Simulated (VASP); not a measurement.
Set up this calculation in VASP 6.6.1, as the native input.

```
Task                   : single point
Functional             : PBEsol
Potentials or basis    : VASP PAW PBE potentials, release 64 (C)
Cutoff                 : 520 eV
k mesh                 : 17 × 17 × 17
Occupations            : fermi-dirac, width 0.03 eV
Spin                   : no spin polarisation
Dipole correction      : no
Further INCAR settings : ALGO = Normal; EDIFF = 1e-06; NBANDS = 11
```

The structure of C lies in POSCAR:

```
C
1.0
    1.2280263465      0.7090013417      3.4139510562
   -1.2280263465      0.7090013417      3.4139510562
    0.0000000000     -1.4180026834      3.4139510562
C
2
Direct
    0.1640000000      0.1640000000      0.1640000000
    0.8360000000      0.8360000000      0.8360000000
```

This cell differs from its parent crystal: zz strain of +2 %.

These files were run (other wordings do the same):

INCAR

```
PREC = Accurate
ENCUT = 520
EDIFF = 1E-6
ISMEAR = -1
SIGMA = 0.03
LREAL = False
LASPH = True
NELM = 100
ALGO = Normal
ISIF = 2
LWAVE = False
LCHARG = False
GGA = PS
NBANDS = 11
```

KPOINTS

```
Automatic mesh
0
Gamma
  17 17 17
```

Potentials or basis: VASP PAW PBE potentials, release 64 (C).

Launch:

```console
$ cat potpaw_PBE.64/C/POTCAR > POTCAR
$ mpirun -np 1 vasp_std > vasp.out
```

Results of the run:

```yaml
Pressure: 1.7 GPa
Largest_force: 0.894 eV/Å
```

Caveat: the cell differs from its parent crystal (zz strain of +2 %); this functional lacks dispersion, which binds layers or chains, so the pressure and a relaxed spacing across them are unreliable; the PAW data sets were made with another functional, which shifts forces and pressure a little.

Run time: 100 s on 1 thread of AMD EPYC 7R13 Processor (Zen 3), on a shared host, peak memory 0.17 GiB.
